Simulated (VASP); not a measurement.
Runs of VASP 6.6.1 on WC. The structure is that of space group P-6m2 (No. 187), or close to it. The cells are those of the table. 

| cell | gap on the mesh (eV) | pressure (GPa) |
| --- | --- | --- |
| a = 3.130, b = 3.130, c = 2.715 Å, angles 90.0, 90.0, 120.0°, 2 atoms | none | -28.0 |
| a = 3.130, b = 3.130, c = 3.054 Å, angles 90.0, 90.0, 120.0°, 2 atoms | none | -57.0 |
| a = 3.014, b = 3.014, c = 2.828 Å, angles 90.0, 90.0, 120.0°, 2 atoms | none | (a) |
| a = 3.014, b = 3.014, c = 2.941 Å, angles 90.0, 90.0, 120.0°, 2 atoms | none | (b) |
| a = 2.898, b = 2.898, c = 3.054 Å, angles 90.0, 90.0, 120.0°, 2 atoms | none | -27.0 |

Alike in all rows: task single point; level PBEsol; potentials or basis VASP PAW PBE potentials, release 64 (W_sv, C); no spin polarisation; k mesh 24 × 24 × 22; cutoff (eV) 520; smearing gaussian 0.15 eV.

Question: Fill in the values left out.

Answer: (a) -24.5; (b) -36.8.

Caveats: the PAW data sets were made with another functional, which shifts forces and pressure a little; spin-orbit coupling is left out, which moves the levels of the heavy elements; the stress differs along the axes, from -49 to 14 GPa (at least some runs); the stress differs along the axes, from -64 to -54 GPa (at least some runs); the stress differs along the axes, from -31 to -11 GPa (at least some runs); the stress differs along the axes, from -41 to -35 GPa (at least some runs); the stress differs along the axes, from -60 to -10 GPa (at least some runs).

A k mesh can miss the band edges, and the runs leave out spin-orbit coupling on W.

A gap of «none» marks levels without a gap at the run's occupations.
